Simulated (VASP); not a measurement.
Runs of VASP 6.6.1 on Si3Ru. The structure is that of space group Fm-3m (No. 225), or close to it. The cells are those of the table. The cell was built from a structure type or drawn by symmetry, and may not be a known phase.

| task | cell | k mesh | cutoff (eV) | gap on the mesh (eV) | pressure (GPa) |
| --- | --- | --- | --- | --- | --- |
| single point | a = 4.197 Å, angles 60.0°, 4 atoms | 6 × 6 × 6 | 520 | none | (a) |
| single point | a = 4.246 Å, angles 60.0°, 4 atoms | 6 × 6 × 6 | 520 | none | 0.1 |
| single point | a = 4.257 Å, angles 60.0°, 4 atoms | 14 × 14 × 14 | 520 | none | -0.1 |
| relaxation of cell and atoms | relaxed from a = 4.197 Å, angles 60.0°, 4 atoms | 6 × 6 × 6 | 600 | none | 0.0 |

Alike in all rows: level PBE; potentials or basis VASP PAW PBE potentials, release 64 (Si, Ru_pv); no spin polarisation; smearing gaussian 0.1 eV.

**Question.** Fill in the values left out.

**Answer.** (a) 6.4.

Caveats: the cell stands under pressure (at least some runs).

A k mesh can miss the band edges, and the runs leave out spin-orbit coupling on Ru.

A gap of «none» marks levels without a gap at the run's occupations.
